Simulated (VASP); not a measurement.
ScAl3, 4 atoms in the cell. Symmetry: Pm-3m, No. 221, cubic system. The conventional cell has a = 4.100 Å, b = 4.100 Å, c = 4.100 Å, α = 90.00°, β = 90.00°, γ = 90.00°. Al (site symmetry 4/mmm) has 8 Al at 2.90 Å and 4 Sc at 2.90 Å within 3.8 Å. Sc (site symmetry m-3m) has 12 Al at 2.90 Å within 3.8 Å. 

| Item | Value |
| --- | --- |
| Program | VASP 6.6.1 |
| Task | relaxation of cell and atoms |
| Functional | LDA |
| Potentials or basis | VASP PAW LDA potentials, release 64 (Al, Sc_sv) |
| Cutoff | 600 eV |
| k mesh | 14 × 14 × 14 |
| Occupations | gaussian, width 0.1 eV |
| Spin | no spin polarisation |
| Dipole correction | no |
| Further INCAR settings | ALGO = Fast; EDIFF = 1e-06; IBRION = 2; EDIFFG = -0.003; NSW = 80; ISIF = 3 |

Potentials or basis: VASP PAW LDA potentials, release 64 (Al, Sc_sv).

The run is started by

```console
$ cat potpaw_LDA.64/Al/POTCAR potpaw_LDA.64/Sc_sv/POTCAR > POTCAR
$ mpirun -np 1 vasp_std > vasp.out
```

Hardware: 1 thread of AMD EPYC 7R13 (shared host).

Question: How long does it take, and how much memory?

Answer: Run time: 17 min on 1 thread of AMD EPYC 7R13 (shared host), peak memory 0.27 GiB. Counts: scf iterations 50, k points 120, ion steps 3.
